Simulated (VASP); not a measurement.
## ScAl3: relaxation of cell and atoms with PBE

The system is ScAl3.

```xyz
4
Lattice="4.0878 0.0000 0.0000 0.0000 4.0878 0.0000 0.0000 0.0000 4.0878" Properties=species:S:1:pos:R:3 pbc="T T T"
Sc    0.0000    0.0000    0.0000
Al    2.0439    0.0000    2.0439
Al    0.0000    2.0439    2.0439
Al    2.0439    2.0439    0.0000
```

```
Program                : VASP 6.6.1
Task                   : relaxation of cell and atoms
Functional             : PBE
Potentials or basis    : VASP PAW PBE potentials, release 64 (Sc_sv, Al)
Cutoff                 : 600 eV
k mesh                 : 7 × 7 × 7
Occupations            : fermi-dirac, width 0.1 eV
Spin                   : no spin polarisation
Target pressure        : 5 GPa
Dipole correction      : no
Further INCAR settings : ALGO = Normal; EDIFF = 1e-07; IBRION = 2; EDIFFG = -0.02; NSW = 80; ISIF = 3
```

| Quantity | Value |
| --- | --- |
| Relaxed volume | 16.44 Å³/atom |
| Relaxed cell | a = 4.036 Å, b = 4.036 Å, c = 4.036 Å, α = 90.00°, β = 90.00°, γ = 90.00° |
| Space group after relaxing (to 0.1 Å) | Pm-3m (No. 221) |
| Energy change on relaxing (the run minimises the enthalpy) | +12.2 meV/atom |
| Ionic steps | 3 |
| Pressure after relaxing | 5.0 GPa |
| Band gap on the k mesh | zero (bands 10 and 11 overlap by 3.73 eV) |

Step by step:
```tsv
step	energy change (eV)	largest force (eV/Å)	pressure (GPa)	volume (Å³)
1	0.0000	0.0000	1.23	68.31
2	0.1001	0.0000	7.30	64.41
3	0.0486	0.0000	5.00	65.75
```

Final structure:
```
Sc Al
1.0
     4.03619    0.00000    0.00000
     0.00000    4.03619    0.00000
     0.00000    0.00000    4.03619
Sc Al
1 3
Direct
  0.00000 0.00000 0.00000
  0.50000 0.00000 0.50000
  0.00000 0.50000 0.50000
  0.50000 0.50000 0.00000
```

Levels at points of the mesh, in eV from the Fermi level:
```csv
k point,band 6,band 7,band 8,band 9,band 10,band 11,band 12,band 13,band 14
"(0.00, 0.00, 0.00)",-2.61,-2.61,-1.77,-1.77,-1.77,1.32,1.38,1.38,1.38
```

It took 110 s on 1 thread of Intel Xeon 8259CL, on a shared host, peak memory 0.22 GiB.

Caveat: the cell is relaxed towards a set pressure, so the run minimises the enthalpy, not the energy.
